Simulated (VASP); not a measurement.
Al2O3: single point with PBE

Al2O3:

```
Al O
1.0
     3.01748    0.00000    0.00000
    -1.50874    2.61322    0.00000
     0.00000    0.00000    7.57464
Al O
2 3
Direct
  0.00000 0.00000 0.72205
  0.00000 0.00000 0.27795
  0.00000 0.00000 0.50000
  0.66667 0.33333 0.80055
  0.33333 0.66667 0.19945
```

* Program: VASP 6.6.1
* Task: single point
* Functional: PBE
* Potentials or basis: VASP PAW PBE potentials, release 64 (Al, O)
* Cutoff: 520 eV
* k mesh: 10 × 10 × 4
* Occupations: gaussian, width 0.015 eV
* Spin: no spin polarisation

* Pressure: -0.5 GPa
* Largest force: 0.091 eV/Å
* Band gap on the k mesh: 2.29 eV, direct

Forces in eV/Å, atoms in the order of the input:
```
Al   0.000  0.000 -0.076
Al   0.000  0.000  0.076
O    0.000  0.000  0.000
O    0.000  0.000 -0.091
O    0.000  0.000  0.091
```

Stress tensor (GPa, compression positive):
```
-0.71  0.00  0.00
 0.00 -0.71  0.00
 0.00  0.00 -0.21
```

Levels at points of the mesh, in eV from the valence-band top:
```tsv
k point	band 8	band 9	band 10	band 11	band 12	band 13	band 14	band 15	band 16	band 17
(0.00, 0.00, 0.00)	-3.73	-3.73	-2.35	0.00	0.00	2.29	4.27	7.35	10.52	10.60
(0.50, 0.00, 0.00)	-4.31	-3.55	-3.12	-1.76	-0.48	4.60	6.19	8.17	8.95	9.65
(0.00, 0.00, 0.50)	-3.72	-3.66	-3.11	0.00	0.00	3.24	3.31	8.12	8.76	11.94
(0.50, 0.00, 0.50)	-4.35	-3.43	-3.34	-1.70	-0.48	5.04	5.60	8.09	8.66	10.36
```

It took 89 s on 1 thread of AMD EPYC 7R43 64-Core Processor (Zen 3), on a shared host, peak memory 0.17 GiB.

A k mesh can miss the band edges. A hybrid or GW would open this gap; PBE tends to underestimate it.
